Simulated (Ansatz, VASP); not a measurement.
**MgO2: VASP beside Ansatz**

File POSCAR:

```
MgO2
1.0
    1.6448800414      0.9496719347      3.3192799312
   -1.6448800414      0.9496719347      3.3192799312
    0.0000000000     -1.8993438694      3.3192799312
Mg O
1 2
Direct
    0.0000000000      0.0000000000      0.0000000000
    0.4287860000      0.4287860000      0.4287860000
    0.5712140000      0.5712140000      0.5712140000
```

The input INCAR.step1:

```
PREC = Accurate ; ENCUT = 520
ISMEAR = 0 ; SIGMA = 0.05
LREAL = F ; LASPH = T
NELM = 100 ; NBANDS = 14
GGA = PE ; ALGO = Normal
EDIFF = 1E-4 ; LWAVE = T
LCHARG = F
```

INCAR.step2

```
PREC = Accurate ; ENCUT = 520
EDIFF = 1E-6 ; ISMEAR = 0
SIGMA = 0.05 ; LREAL = F
LASPH = T ; NELM = 100
ALGO = Normal ; ISIF = 2
LWAVE = F ; LCHARG = T
METAGGA = R2SCAN ; LMIXTAU = T
LELF = T ; LVHAR = T
NBANDS = 14 ; ISTART = 1
```

The input KPOINTS:

```
regular mesh
0
Gamma
  12 12 12
```

Input for Ansatz:

```yaml
crystal:
  lattice:
    - [1.6448800414, 0.9496719347, 3.3192799312]
    - [-1.6448800414, 0.9496719347, 3.3192799312]
    - [0.0, -1.8993438694, 3.3192799312]
  atoms:
    - { symbol: Mg, position: [0.0, 0.0, 0.0] }
    - { symbol: O, position: [0.428786, 0.428786, 0.428786] }
    - { symbol: O, position: [0.571214, 0.571214, 0.571214] }
basis:
  ecutwfc: 500
kpoints:
  mp_grid: { grid: [12, 12, 12] }
hamiltonian:
  xc: r2scan
scf:
  occupations: { method: gaussian, width: 0.05 }
output:
  forces: true
  stress: true
  eigenvalues: true
```

Change from the starting cell: strain +0.025 along x and y, -0.050 along z, atoms carried along.

Alike in both runs: task single point; functional r2SCAN; k mesh 12 × 12 × 12; occupations gaussian, width 0.05 eV; no spin polarisation.

|  | VASP | Ansatz |
| --- | --- | --- |
| version | VASP 6.6.1 | Ansatz 0.2.0 |
| potentials or method | VASP PAW PBE potentials, release 64 (Mg, O), cutoff 520 eV | scalar-relativistic, plane waves, PAW |
| valence electrons in the cell | 14 | 22 |

Ansatz gave:

| Quantity | Value |
| --- | --- |
| gap on the k mesh at the Fermi level (eV) | 3.67 |
| least direct gap on the mesh (eV) | 3.89 |
| pressure (GPa) | -0.1 |
| traceless stress, the component that is largest in VASP (GPa) | 20.90 |
| rms of the force components (eV/Å) | 0.883 |

Q: Which values does VASP return?

A: gap on the k mesh at the Fermi level (eV): 3.65; least direct gap on the mesh (eV): 3.86; pressure (GPa): -0.2; traceless stress, the component that is largest in VASP (GPa): 22.90; rms of the force components (eV/Å): 1.055.

VASP's potentials were made for PBE, not for r2SCAN. Atom by atom the forces differ by 0.172 eV/Å (rms over components). VASP's potentials hold 14 valence electrons a cell and Ansatz's 22, so a difference there can come from the potentials and not from the codes.
